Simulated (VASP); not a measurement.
# HfN (WC type) (P-6m2) in VASP: notebook

HfN (WC type) is run at these levels: PBE; tasks: single point.

All numbers are computed with VASP 6.6.1; they aren't measurements. Logs are shortened: lines on timing, memory, paths and dates and some standing lists are left out, and cuts for length are marked.

### Step 1. The cell of the first run

It takes space group P-6m2 (No. 187, hexagonal). Conventional cell: a = 3.033 Å, b = 3.033 Å, c = 2.861 Å, α = 90.00°, β = 90.00°, γ = 120.00°. Hf (site symmetry -6m2) has 6 N at 2.26 Å and 8 Hf at 2.86 to 3.03 Å within 3.1 Å. N (site symmetry -6m2) has 6 Hf at 2.26 Å and 8 N at 2.86 to 3.03 Å within 3.1 Å.

### Step 2. Single point, PBE

Input file INCAR:

```
PREC = Accurate
ENCUT = 520
EDIFF = 1E-6
ISMEAR = -1
SIGMA = 0.1
LREAL = F
LASPH = T
NELM = 80
ALGO = Normal
ISIF = 2
LWAVE = F
LCHARG = F
GGA = PE
NBANDS = 14
```

Input file KPOINTS:

```
Automatic mesh
0
Gamma
  16 16 14
```

Input file POSCAR:

```
HfN
1.0
    3.0329160064      0.0000000000      0.0000000000
   -1.5164580032      2.6265823091      0.0000000000
    0.0000000000      0.0000000000      2.8611404125
Hf N
1 1
Direct
    0.0000000000      0.0000000000      0.0000000000
    0.3333333333      0.6666666667      0.5000000000
```

Potentials or basis: VASP PAW PBE potentials, release 64 (Hf_pv, N).

Started as:

```console
$ cat potpaw_PBE.64/Hf_pv/POTCAR potpaw_PBE.64/N/POTCAR > POTCAR
$ mpirun -np 1 vasp_std > vasp.out
```

OUTCAR:

```text
PREC = Accurate
   ENCUT = 520
   EDIFF = 1E-6
   ISMEAR = -1
   LREAL = F
   LASPH = T
   NELM = 80
   ISIF = 2
   GGA = PE

 ion  position               nearest neighbor table
   1  0.000  0.000  0.000-   2 2.26   2 2.26   2 2.26   2 2.26   2 2.26   2 2.26
   2  0.333  0.667  0.500-   1 2.26   1 2.26   1 2.26   1 2.26   1 2.26   1 2.26

  LATTYP: Found a hexagonal cell.
 ALAT       =     3.0329160064
 C/A-ratio  =     0.9433628912

  Lattice vectors:

 A1 = (   3.0329160064,   0.0000000000,   0.0000000000)
 A2 = (  -1.5164580032,   2.6265823091,   0.0000000000)
 A3 = (   0.0000000000,   0.0000000000,   2.8611404125)

Analysis of symmetry for initial positions (statically):
=====================================================================
 Subroutine PRICEL returns:
 Original cell was already a primitive cell.

 Routine SETGRP: Setting up the symmetry group for a
 hexagonal supercell.

 Subroutine GETGRP returns: Found 12 space group operations
 (whereof 12 operations were pure point group operations)
 out of a pool of 24 trial point group operations.

The static configuration has the point symmetry D_3h.

Analysis of symmetry for dynamics (positions and initial velocities):
=====================================================================
 Subroutine PRICEL returns:
 Original cell was already a primitive cell.

 Routine SETGRP: Setting up the symmetry group for a
 hexagonal supercell.

 Subroutine GETGRP returns: Found 12 space group operations
 (whereof 12 operations were pure point group operations)
 out of a pool of 24 trial point group operations.

The dynamic configuration has the point symmetry D_3h.

 Subroutine INISYM returns: Found 12 space group operations
 (whereof 12 operations are pure point group operations),
 and found     1 'primitive' translations

----------------------------------------------------------------------------------------

                                     Primitive cell

  volume of cell :      22.7924

  direct lattice vectors                    reciprocal lattice vectors
     3.032916006  0.000000000  0.000000000     0.329715692  0.190361444  0.000000000
    -1.516458003  2.626582309  0.000000000     0.000000000  0.380722887  0.000000000
     0.000000000  0.000000000  2.861140413     0.000000000  0.000000000  0.349510984

  length of vectors
     3.032916006  3.032916006  2.861140413     0.380722887  0.380722887  0.349510984

  position of ions in fractional coordinates (direct lattice)
     0.000000000  0.000000000  0.000000000
     0.333333333  0.666666667  0.500000000

  ion indices of the primitive-cell ions
   primitive index   ion index
                 1           1
                 2           2

----------------------------------------------------------------------------------------

 KPOINTS: Automatic mesh

Automatic generation of k-mesh.
 Grid dimensions read from file:
 generate k-points for:   16   16   14

 Generating k-lattice:

  Cartesian coordinates                     Fractional coordinates (reciprocal lattice)
     0.020607231  0.011897590  0.000000000     0.062500000  0.000000000  0.000000000
     0.000000000  0.023795180  0.000000000     0.000000000  0.062500000  0.000000000
     0.000000000  0.000000000  0.024965070     0.000000000  0.000000000  0.071428571

  Length of vectors
     0.023795180  0.023795180  0.024965070

  Shift w.r.t. Gamma in fractional coordinates (k-lattice)
     0.000000000  0.000000000  0.000000000

 Subroutine IBZKPT returns following result:
 ===========================================

 Found    240 irreducible k-points:

 Following reciprocal coordinates:
            Coordinates               Weight
  0.000000  0.000000  0.000000      1.000000
  0.062500  0.000000  0.000000      6.000000
  0.125000  0.000000  0.000000      6.000000
  0.187500 -0.000000  0.000000      6.000000
  0.250000  0.000000  0.000000      6.000000
  0.312500 -0.000000  0.000000      6.000000
[... 16 lines left out ...]
  0.187500  0.187500  0.000000      6.000000
  0.250000  0.187500  0.000000     12.000000
 [... further k-points ...]
   k-points           NKPTS =    240   k-points in BZ     NKDIM =    240   number of bands    NBANDS=     14
   number of dos      NEDOS =    301   number of ions     NIONS =      2
   total plane-waves  NPLWV =  13824
   dimension x,y,z NGX =    24 NGY =   24 NGZ =   24
   dimension x,y,z NGXF=    48 NGYF=   48 NGZF=   48
   ions per type =               1   1
   NGX,Y,Z   is equivalent  to a cutoff of  13.16, 13.16, 13.95 a.u.
   NGXF,Y,Z  is equivalent  to a cutoff of  26.31, 26.31, 27.89 a.u.
 SYSTEM =  unknown system
   PREC   = accura    normal or accurate (medium, high low for compatibility)
   ISTART =      0    job   : 0-new  1-cont  2-samecut
   ICHARG =      2    charge: 1-file 2-atom 10-const
   ISPIN  =      1    spin polarized calculation?
   LNONCOLLINEAR =      F non collinear calculations
   LSORBIT =      F    spin-orbit coupling
   LASPH  =      T    aspherical Exc in radial PAW
   ENCUT  =  520.0 eV  38.22 Ry    6.18 a.u.   5.64  5.64  5.32*2*pi/ulx,y,z
   NELM   =     80;   NELMIN=  2; NELMDL= -5     # of ELM steps
   EDIFF  = 0.1E-05   stopping-criterion for ELM
   LREAL  =      F    real-space projection
   EDIFFG = 0.1E-04   stopping-criterion for IOM
   NSW    =      0    number of steps for IOM
   IBRION =     -1    ionic relax: 0-MD 1-quasi-New 2-CG
   NFREE  =      0    steps in history (QN), initial steepest desc. (CG)
   ISIF   =      2    stress and relaxation
   ISYM   =      2    0-nonsym 1-usesym 2-fastsym
   POTIM  = 0.5000    time-step for ionic-motion
   TEBEG  =    0.0;   TEEND  =   0.0 temperature during run
   PSTRESS=    0.0 pullay stress
   NELECT =      15.0000    total number of electrons
   NUPDOWN=      -1.0000    fix difference up-down
   EMIN   =  10.00;   EMAX   =-10.00  energy-range for DOS
   EFERMI =   0.00;   METHOD = LEGACY
   ISMEAR =    -1;   SIGMA  =   0.10  broadening in eV -4-tet -1-fermi 0-gaus
   EFERMI_NEDOS =   21; number of points for ismear=-14 and -15
   IALGO  =     38    algorithm
   IMIX   =      4    mixing-type and parameters
     AMIX     =   0.40;   BMIX     =  1.00
     AMIX_MAG =   1.60;   BMIX_MAG =  1.00
  volume/ion in A,a.u.               =      11.40        76.91
  Fermi-wavevector in a.u.,A,eV,Ry     =   1.423995  2.690960 27.589365  2.027761
  Thomas-Fermi vector in A             =   2.544533
   LORBIT       =      0    0 simple, 1 ext, 2 COOP (PROOUT), +10 PAW based schemes
   GGA     = PE    functional components
   LHFCALC =     F    Hartree Fock is set to
   AEXX    =    0.0000 exact exchange contribution
   IVDW    =     0    specifies the selected vdW correction
   LEPSILON=     F    determine dielectric tensor
   LRPA    =     F    only Hartree local field effects (RPA)
 non-spin polarized calculation
  energy-cutoff  :      520.00
  volume of cell :       22.79
 maximum number of plane-waves:       628
 NGX is ok and might be reduce to    24
   NGX = 11   NGY = 11   NGZ = 11

 number of electron      14.9999999 magnetization

 Free energy of the ion-electron system (eV)
  ---------------------------------------------------
  ext. energy  EPLUGINS =         0.00000000
  ---------------------------------------------------
  free energy    TOTEN  =       -20.94374794 eV

  energy without entropy =      -20.89941468  energy(sigma->0) =      -20.92158131

 E-fermi :   7.3665     XC(G=0): -12.7542

 val. band max:        7.3582635725   @ k =   0.1875   0.0625   0.3571
 cond. band min:       7.3698352670   @ k =   0.3125   0.1875   0.1429
 fundamental gap:      0.0115716945
 Fermi energy:         7.3664878085

 k-point     1 :       0.0000    0.0000    0.0000
  band No.  band energies     occupation
      1     -22.6655      2.00000
      2     -22.6655      2.00000
      3     -22.4737      2.00000
      4      -9.0683      2.00000
      5       3.7918      2.00000
      6       3.7918      2.00000
      7       4.9338      2.00000
      8       5.7347      2.00000
      9       9.9028      0.00000
     10      12.5260      0.00000
     11      12.5260      0.00000
     12      13.7057      0.00000
     13      13.7057      0.00000
     14      20.7099      0.00000

 k-point     2 :       0.0625    0.0000    0.0000
  band No.  band energies     occupation
      1     -22.7134      2.00000
      2     -22.6752      2.00000
      3     -22.4680      2.00000
      4      -8.9879      2.00000
      5       3.5597      2.00000
      6       3.8497      2.00000
      7       5.0249      2.00000
      8       5.6432      2.00000
      9      10.2253      0.00000
     10      12.3367      0.00000
     11      12.5422      0.00000
     12      13.6622      0.00000
     13      13.7798      0.00000
     14      20.7137      0.00000

 k-point     3 :       0.1250    0.0000    0.0000
  band No.  band energies     occupation
      1     -22.8473      2.00000
      2     -22.7027      2.00000
      3     -22.4518      2.00000
      4      -8.7599      2.00000
      5       3.0000      2.00000
      6       4.0127      2.00000
      7       5.2747      2.00000
      8       5.3951      2.00000
      9      11.0312      0.00000
     10      11.8776      0.00000
     11      12.6036      0.00000
     12      13.5412      0.00000
     13      13.9632      0.00000
     14      20.7187      0.00000
[... 324 lines left out ...]
 k-point    23 :       0.1875    0.1875    0.0000
  band No.  band energies     occupation
      1     -23.4397      2.00000
      2     -22.9390      2.00000
      3     -22.3627      2.00000
      4      -7.5041      2.00000
      5       1.2850      2.00000
      6       4.2807      2.00000
      7       4.3139      2.00000
      8       6.5099      1.99962
      9      10.2956      0.00000
     10      12.1775      0.00000
     11      13.5643      0.00000
     12      14.7898      0.00000
     13      15.2841      0.00000
     14      20.7351      0.00000

 k-point    24 :       0.2500    0.1875    0.0000
  band No.  band energies     occupation
      1     -23.5539      2.00000
      2     -23.0270      2.00000
      3     -22.3398      2.00000
      4      -7.1709      2.00000
      5       1.0687      2.00000
      6       4.0541      2.00000
      7       4.0981      2.00000
      8       6.9027      1.98083
      9      10.2218      0.00000
     10      11.7448      0.00000
     11      13.5895      0.00000
     12      15.6508      0.00000
     13      16.0957      0.00000
     14      20.7265      0.00000

 [... further k-points ...]
[... 5 lines left out ...]
  --------------------------------------------------------------------------------------
  -------------------------------------------------------------------------------------
  Total        2.0575562      2.0575562      1.9732287      0.0000000     -0.0000000     -0.0000000
  in kB      144.6344391    144.6344391    138.7066969      0.0000000     -0.0000000     -0.0000000
  external PRESSURE =     142.6585250 kB  Pullay stress =       0.0000000 kB

 VOLUME and BASIS-vectors are now :
 -----------------------------------------------------------------------------
  energy-cutoff  :      520.00
  volume of cell :       22.79
      direct lattice vectors                 reciprocal lattice vectors
     3.032916006  0.000000000  0.000000000     0.329715692  0.190361444  0.000000000
    -1.516458003  2.626582309  0.000000000     0.000000000  0.380722887  0.000000000
     0.000000000  0.000000000  2.861140413     0.000000000  0.000000000  0.349510984

 POSITION                                       TOTAL-FORCE (eV/Angst)
 -----------------------------------------------------------------------------------
      0.00000      0.00000      0.00000        -0.000000      0.000000      0.000000
     -0.00000      1.75105      1.43057         0.000000      0.000000      0.000000
 -----------------------------------------------------------------------------------
    total drift:                                0.000000     -0.000000     -0.000000

  FREE ENERGIE OF THE ION-ELECTRON SYSTEM (eV)
  ---------------------------------------------------
  free  energy   TOTEN  =       -20.9437479439 eV

  energy  without entropy=      -20.8994146846  energy(sigma->0) =      -20.92158131
```

It took 59 s on 1 thread of Intel Xeon 8259CL, shared host; peak memory 0.21 GiB.

What came out:

```
Free energy            : -20.9437 eV
Pressure               : 14.3 GPa
Band gap on the k mesh : zero (an odd number of electrons rules out a gap without spin polarisation)
```

Stress tensor (GPa, compression positive):
```
14.46  0.00  0.00
 0.00 14.46  0.00
 0.00  0.00 13.87
```

Levels at points of the mesh, in eV from the Fermi level:
| k point | band 5 | band 6 | band 7 | band 8 | band 9 | band 10 |
| --- | --- | --- | --- | --- | --- | --- |
| (0.00, 0.00, 0.00) | -3.57 | -3.57 | -2.43 | -1.63 | 2.54 | 5.16 |
| (0.50, 0.00, 0.00) | -6.86 | -3.52 | -2.23 | -1.87 | 5.24 | 5.33 |
| (0.00, 0.00, 0.50) | -7.98 | -2.74 | -2.74 | 1.59 | 1.59 | 4.03 |
| (0.50, 0.00, 0.50) | -5.97 | -4.81 | -4.50 | 0.91 | 5.46 | 7.12 |

Caveat: the cell stands under pressure; spin-orbit coupling is left out, which moves the levels of the heavy elements.

### Step 3. Single point, PBE (11.40 Å³/atom)

Input file INCAR:

```
SYSTEM = HfN
PREC = Accurate
ENCUT = 520
EDIFF = 1E-7
ISMEAR = -1
SIGMA = 0.1
LREAL = .FALSE.
LASPH = .TRUE.
NELM = 100
ALGO = Normal
ISIF = 2
LWAVE = .FALSE.
LCHARG = .FALSE.
GGA = PE
NBANDS = 14
```

Input file KPOINTS:

```
regular mesh
0
G
  16 16 14
  0 0 0
```

POSCAR is that of step 2.

Potentials or basis: VASP PAW PBE potentials, release 64 (Hf_pv, N).

Started as:

```console
$ cat potpaw_PBE.64/Hf_pv/POTCAR potpaw_PBE.64/N/POTCAR > POTCAR
$ mpirun -np 1 vasp_std > vasp.out
```

Wall time 48 s (1 thread of Intel Xeon 8259CL, shared host); peak memory 0.2 GiB.

Results (log left out):

- Free energy: -20.9437 eV
- Pressure: 14.3 GPa
- Band gap on the k mesh: zero (an odd number of electrons rules out a gap without spin polarisation)

Stress tensor (GPa, compression positive):
```
14.48  0.00  0.00
 0.00 14.48  0.00
 0.00  0.00 13.89
```

Levels at points of the mesh, in eV from the Fermi level:
| k point | band 4 | band 5 | band 6 | band 7 | band 8 | band 9 | band 10 | band 11 |
| --- | --- | --- | --- | --- | --- | --- | --- | --- |
| (0.00, 0.00, 0.00) | -16.43 | -3.57 | -3.57 | -2.43 | -1.63 | 2.54 | 5.16 | 5.16 |
| (0.50, 0.00, 0.00) | -14.32 | -6.86 | -3.52 | -2.23 | -1.87 | 5.24 | 5.33 | 6.92 |
| (0.00, 0.00, 0.50) | -13.71 | -7.98 | -2.74 | -2.74 | 1.59 | 1.59 | 4.03 | 4.64 |
| (0.50, 0.00, 0.50) | -14.61 | -5.97 | -4.81 | -4.50 | 0.91 | 5.46 | 7.12 | 8.53 |

Caveat: the cell stands under pressure; spin-orbit coupling is left out, which moves the levels of the heavy elements.

[end of part 1 of 2]
